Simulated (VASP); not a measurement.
Here is a VASP 6.6.1 calculation.

INCAR

```
SYSTEM = ZnS
PREC = Accurate
ENCUT = 500
EDIFF = 1E-6
ISMEAR = 0
SIGMA = 0.01
LREAL = .FALSE.
LASPH = .TRUE.
NELM = 120
ALGO = Normal
ISIF = 2
LWAVE = .FALSE.
LCHARG = .FALSE.
GGA = CA
NBANDS = 16
GGA_COMPAT = .FALSE.
```

File KPOINTS:

```
Automatic mesh
0
G
  4 4 4
  0 0 0
```

Contents of POSCAR:

```
ZnS
1.0
    0.0000000000      2.7020000000      2.7020000000
    2.7020000000      0.0000000000      2.7020000000
    2.7020000000      2.7020000000      0.0000000000
Zn S
1 1
Direct
    0.2500000000      0.2500000000      0.2500000000
    0.0000000000      0.0000000000      0.0000000000
```

Potentials or basis: VASP PAW LDA potentials, release 64 (Zn, S).

Command:

```console
$ cat potpaw_LDA.64/Zn/POTCAR potpaw_LDA.64/S/POTCAR > POTCAR
$ mpirun -np 1 vasp_std > vasp.out
```

**Question.** Predict the band gap on the k mesh.

**Answer.** 1.87 eV, direct.

**Question.** Estimate the pressure.

**Answer.** -4.0 GPa.

Caveat: the k points lie up to 0.50 Å⁻¹ apart. As with any semilocal functional, this LDA gap is likely too small.
